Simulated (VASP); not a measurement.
A run of VASP 6.6.1 is set up as follows.

INCAR

```
PREC     = Accurate       # precision mode
ENCUT    = 520            # plane-wave cutoff, eV
EDIFF    = 1E-8           # SCF threshold, eV
ISMEAR   = 0              # smearing method
SIGMA    = 0.01           # smearing width, eV
LREAL    = False          # projectors in reciprocal space
LASPH    = True           # aspherical terms in the spheres
NELM     = 100            # most SCF steps
ALGO     = Normal         # electronic algorithm
ISIF     = 2              # what is computed and relaxed
LWAVE    = False          # write WAVECAR
LCHARG   = True           # write CHGCAR
IBRION   = 8              # ionic algorithm
NSW      = 1              # ionic steps
LEPSILON = True           # dielectric tensor by DFPT
```

Contents of KPOINTS:

```
regular mesh
0
Gamma
  12 12 12
```

File POSCAR:

```
LiCl
1.0
    0.0000000000      2.4821028501      2.4821028501
    2.4821028501      0.0000000000      2.4821028501
    2.4821028501      2.4821028501      0.0000000000
Li Cl
1 1
Direct
    0.0000000000      0.0000000000      0.0000000000
    0.5000000000      0.5000000000      0.5000000000
```

Potentials or basis: VASP PAW LDA potentials, release 64 (Li_sv, Cl).

The run is started by

```bash
$ cat potpaw_LDA.64/Li_sv/POTCAR potpaw_LDA.64/Cl/POTCAR > POTCAR
$ mpirun -np 1 vasp_std > vasp.out
```

What does it give for the electronic dielectric tensor (diagonal)?

3.18.

Predict the Born charges (mean of the diagonal).

Li +1.16; Cl -1.16 e.

Estimate the highest phonon frequency at Γ, LO-TO splitting left out.

225 cm⁻¹.

Electronic dielectric tensor:
```
3.18 0.00 0.00
0.00 3.18 0.00
0.00 0.00 3.18
```
